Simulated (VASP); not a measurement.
# TiB2 (P-1) in VASP: electric field gradients with PBEsol

Aim: the electric field gradients of TiB2 with PBEsol.

All numbers are computed with VASP 6.6.1; they aren't measurements. Logs are shortened: lines on timing, memory, paths and dates and some standing lists are left out, and cuts for length are marked.

## (1) The cell of the first run

The typed cell holds 3 atoms: a = 3.030 Å, b = 3.003 Å, c = 3.229 Å, α = 89.57°, β = 88.85°, γ = 119.13°.

## (2) Electric field gradients, PBEsol (equal xy, yz and zx shear strains of +2 %)

File INCAR:

```
ALGO = Normal
EDIFF = 1E-8
ENCUT = 520
GGA = PS
ISIF = 2
ISMEAR = -1
LASPH = T
LCHARG = F
LEFG = T
LREAL = F
LWAVE = F
NBANDS = 16
NELM = 60
PREC = Accurate
SIGMA = 0.08
```

File KPOINTS:

```
k-points
0
Gamma
  15 15 13
```

File POSCAR:

```
TiB2
1.0
    3.0291982016      0.0302919820      0.0302919820
   -1.4883654748      2.6082166047      0.0110876350
    0.0322840000      0.0322840000      3.2284000000
Ti B
1 2
Direct
    0.0000000000      0.0000000000      0.0000000000
    0.3333333333      0.6666666667      0.5000000000
    0.6666666667      0.3333333333      0.5000000000
```

Potentials or basis: VASP PAW PBE potentials, release 64 (Ti_sv, B).

Command:

```console
$ cat potpaw_PBE.64/Ti_sv/POTCAR potpaw_PBE.64/B/POTCAR > POTCAR
$ mpirun -np 1 vasp_std > vasp.out
```

OUTCAR:

```text
EDIFF = 1E-8
   ENCUT = 520
   GGA = PS
   ISIF = 2
   ISMEAR = -1
   LASPH = T
   LREAL = F
   NELM = 60
   PREC = Accurate

 ion  position               nearest neighbor table
   1  0.000  0.000  0.000-   2 2.36   3 2.36   3 2.36   2 2.36   3 2.36   2 2.36   2 2.38   3 2.38
                             3 2.40   2 2.40   3 2.42   2 2.42
   2  0.333  0.667  0.500-   3 1.73   3 1.75   3 1.76   1 2.36   1 2.36   1 2.36   1 2.38   1 2.40
                             1 2.42
   3  0.667  0.333  0.500-   2 1.73   2 1.75   2 1.76   1 2.36   1 2.36   1 2.36   1 2.38   1 2.40
                             1 2.42

  LATTYP: Found a triclinic cell.
 ALAT       =     5.2472498377
 B/A-ratio  =     0.5723042227
 C/A-ratio  =     0.6153171516
 COS(alpha) =     0.0074204947
 COS(beta)  =     0.0200959808
 COS(gamma) =     0.8635246262

  Lattice vectors:

 A1 = (   0.0524672520,   5.2467251914,   0.0524672520)
 A2 = (  -1.4883654748,   2.6082166047,   0.0110876350)
 A3 = (   0.0322840000,   0.0322840000,   3.2284000000)

Analysis of symmetry for initial positions (statically):
=====================================================================
 Subroutine PRICEL returns:
 Original cell was already a primitive cell.

 Routine SETGRP: Setting up the symmetry group for a
 triclinic supercell.

 Subroutine GETGRP returns: Found  2 space group operations
 (whereof  2 operations were pure point group operations)
 out of a pool of  2 trial point group operations.

The static configuration has the point symmetry S_2 .

Analysis of symmetry for dynamics (positions and initial velocities):
=====================================================================
 Subroutine PRICEL returns:
 Original cell was already a primitive cell.

 Routine SETGRP: Setting up the symmetry group for a
 triclinic supercell.

 Subroutine GETGRP returns: Found  2 space group operations
 (whereof  2 operations were pure point group operations)
 out of a pool of  2 trial point group operations.

The dynamic configuration has the point symmetry S_2 .

 Subroutine INISYM returns: Found  2 space group operations
 (whereof  2 operations are pure point group operations),
 and found     1 'primitive' translations

[... 137 lines left out ...]
  ext. energy  EPLUGINS =         0.00000000
  ---------------------------------------------------
  free energy    TOTEN  =       -25.76183802 eV

  energy without entropy =      -25.75379519  energy(sigma->0) =      -25.75781660

 E-fermi :   9.9157     XC(G=0): -12.8727

 val. band max:        9.9155834570   @ k =  -0.2667   0.4667   0.0000
 cond. band min:       9.9188108320   @ k =  -0.0667   0.0000   0.3077
 fundamental gap:      0.0032273750
 Fermi energy:         9.9156562839

 k-point     1 :       0.0000    0.0000    0.0000
  band No.  band energies     occupation
      1     -46.7873      2.00000
      2     -23.2492      2.00000
      3     -22.9402      2.00000
      4     -22.9101      2.00000
      5      -3.5608      2.00000
      6       7.2178      2.00000
[... 433 lines left out ...]
      3     -22.9974      2.00000
      4     -22.9390      2.00000
      5      -3.2206      2.00000
      6       6.3917      2.00000
[... 8 lines left out ...]
     15      17.3409      0.00000
     16      18.0524      0.00000

 [... further k-points ...]

------------------------ aborting loop because EDIFF is reached ----------------------------------------

  FORCE on cell =-STRESS in cart. coord.  units (eV):
  Direction    XX          YY          ZZ          XY          YZ          ZX
  --------------------------------------------------------------------------------------
  -------------------------------------------------------------------------------------
  Total       -0.5516721     -0.5611592     -1.0118860     -0.9230284     -0.8014072     -0.8018470
  in kB      -34.4625724    -35.0552221    -63.2118160    -57.6609422    -50.0633520    -50.0908247
  external PRESSURE =     -44.2432035 kB  Pullay stress =       0.0000000 kB

 VOLUME and BASIS-vectors are now :
 -----------------------------------------------------------------------------
  energy-cutoff  :      520.00
  volume of cell :       25.65
      direct lattice vectors                 reciprocal lattice vectors
     3.029198202  0.030291982  0.030291982     0.328298289  0.187363662 -0.005156620
    -1.488365475  2.608216605  0.011087635    -0.003774907  0.381265655 -0.003774907
     0.032284000  0.032284000  3.228400000    -0.003067449 -0.003067449  0.309812309

 POSITION                                       TOTAL-FORCE (eV/Angst)
 -----------------------------------------------------------------------------------
      0.00000      0.00000      0.00000        -0.000000      0.000000      0.000000
      0.03363      1.76505      1.63169        -0.079200      0.005595     -0.003957
      1.53949      0.90574      1.63809         0.079200     -0.005595      0.003957
 -----------------------------------------------------------------------------------
    total drift:                               -0.000000      0.000000      0.000000

  FREE ENERGIE OF THE ION-ELECTRON SYSTEM (eV)
  ---------------------------------------------------
  free  energy   TOTEN  =       -25.7618380163 eV

  energy  without entropy=      -25.7537951900  energy(sigma->0) =      -25.75781660

 Electric field gradients (V/A^2)
---------------------------------------------------------------------
 ion       V_xx      V_yy      V_zz      V_xy      V_xz      V_yz
---------------------------------------------------------------------
   1      -9.263    -9.238    18.501     5.441     9.933     9.937
   2      -2.338    -2.306     4.644     0.930     0.709     0.709
   3      -2.338    -2.306     4.644     0.930     0.709     0.709
---------------------------------------------------------------------

 Electric field gradients after diagonalization (V/A^2)
 (convention: |V_zz| > |V_xx| > |V_yy|)
----------------------------------------------------------------------
 ion       V_xx      V_yy      V_zz     asymmetry (V_yy - V_xx)/ V_zz
----------------------------------------------------------------------
   1     -14.692   -10.594    25.285       0.162
   2      -3.252    -1.554     4.806       0.353
   3      -3.252    -1.554     4.806       0.353
----------------------------------------------------------------------

           NMR quadrupolar parameters

 Cq : quadrupolar parameter    Cq=e*Q*V_zz/h
 eta: asymmetry parameters     (V_yy - V_xx)/ V_zz
 Q  : nuclear electric quadrupole moment in mb (millibarn)
----------------------------------------------------------------------
 ion       Cq(MHz)       eta       Q (mb)
----------------------------------------------------------------------
   1       0.061       0.162       1.000
   2       0.012       0.353       1.000
   3       0.012       0.353       1.000
----------------------------------------------------------------------
```

stdout:

```text
POSCAR found type information on POSCAR TiB
 POSCAR found :  2 types and       3 ions
 scaLAPACK will be used
 -----------------------------------------------------------------------------
|                                                                             |
|                                                                             |
|     You enforced a specific xc type in the INCAR file but a different       |
|     I HOPE YOU KNOW WHAT YOU ARE DOING!                                     |
|                                                                             |
 -----------------------------------------------------------------------------

 LDA part: xc-table for (Slater+PW92), standard interpolation
 POSCAR, INCAR and KPOINTS ok, starting setup
 FFT: planning ... GRIDC
 FFT: planning ... GRID_SOFT
 FFT: planning ... GRID
 WAVECAR not read
 entering main loop
ion   1
     0.0000422    -0.4517028    -1.0028846    -0.9308378    -1.0026351    -0.0015233
     0.0000581    -0.4517028    -1.0028846    -0.9308378    -1.0026351    -0.0015233
     0.0000800    -0.4517028    -1.0028846    -0.9308378    -1.0026351    -0.0015233
     0.0001102    -0.4517028    -1.0028846    -0.9308379    -1.0026351    -0.0015233
[... 23 lines left out ...]
     0.0000257    -1.1732515    -0.8149028    -5.8776417    -0.8144390     0.0210033
     0.0000354    -1.1732514    -0.8149028    -5.8776416    -0.8144389     0.0210033
     0.0000487    -1.1732514    -0.8149027    -5.8776414    -0.8144389     0.0210033
     0.0000671    -1.1732512    -0.8149026    -5.8776410    -0.8144388     0.0210033
```

Wall time 12 min (1 thread of Intel Xeon 8259CL, shared host); peak memory 0.64 GiB.

What came out:

```
Free energy                             : -25.7618 eV
Pressure                                : -4.4 GPa
Largest force                           : 0.079 eV/Å
Band gap on the k mesh                  : zero (bands 9 and 10 overlap by 0.35 eV)
Largest electric field gradient by atom : Ti +25.3; B +4.8 V/Å²
```

Forces in eV/Å, atoms in the order of the input:
```
Ti   0.000  0.000  0.000
B   -0.079  0.006 -0.004
B    0.079 -0.006  0.004
```

Levels at points of the mesh, in eV from the Fermi level:
```tsv
k point	band 7	band 8	band 9	band 10	band 11	band 12
(0.00, 0.00, 0.00)	-2.51	-2.31	-2.14	1.84	1.90	3.65
```

Electric field gradients, principal values (V/Å²):
```
atom    least   middle  greatest (by size)
1 Ti  -10.594  -14.692              25.285
 2 B   -1.554   -3.252               4.806
 3 B   -1.554   -3.252               4.806
```

Caveat: the cell differs from its parent crystal (equal xy, yz and zx shear strains of +2 %); the cell stands under tension; without QUAD_EFG the Cq values of the log hold for a quadrupole moment of 1 mb, not for the nuclei; the PAW data sets were made with another functional, which shifts forces and pressure a little.
